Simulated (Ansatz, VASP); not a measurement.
GaN: VASP beside Ansatz

```xyz
4
Lattice="3.2173 0.0000 0.0000 -1.6086 2.7863 0.0000 0.0000 0.0000 5.2396" Properties=species:S:1:pos:R:3 pbc="T T T"
Ga    0.0000    1.8575   -0.0049
Ga    1.6086    0.9288    2.6149
N     0.0000    1.8575    1.9698
N     1.6086    0.9288    4.5896
```

Alike in both runs: functional PBE; k mesh 6 × 6 × 4; occupations gaussian, width 0.1 eV; no spin polarisation.

Ansatz relaxed the structure, and its values are those at the end. VASP's run is a single point on that final structure, the one shown.

|  | VASP | Ansatz |
| --- | --- | --- |
| version | VASP 6.6.1 | Ansatz 0.2.0 |
| potentials or method | VASP PAW PBE potentials, release 64 (Ga_d, N), cutoff 520 eV | scalar-relativistic, plane waves, PAW |
| valence electrons in the cell | 36 | 36 |

```tsv
	VASP	Ansatz	Ansatz less VASP
gap on the k mesh at the Fermi level (eV)	1.73	1.72	-0.006
least direct gap on the mesh (eV)	1.73	1.72	-0.006
pressure (GPa)	0.3	0.2	-0.12
rms of the force components (eV/Å)	0.003	0.003	+0.0003
```
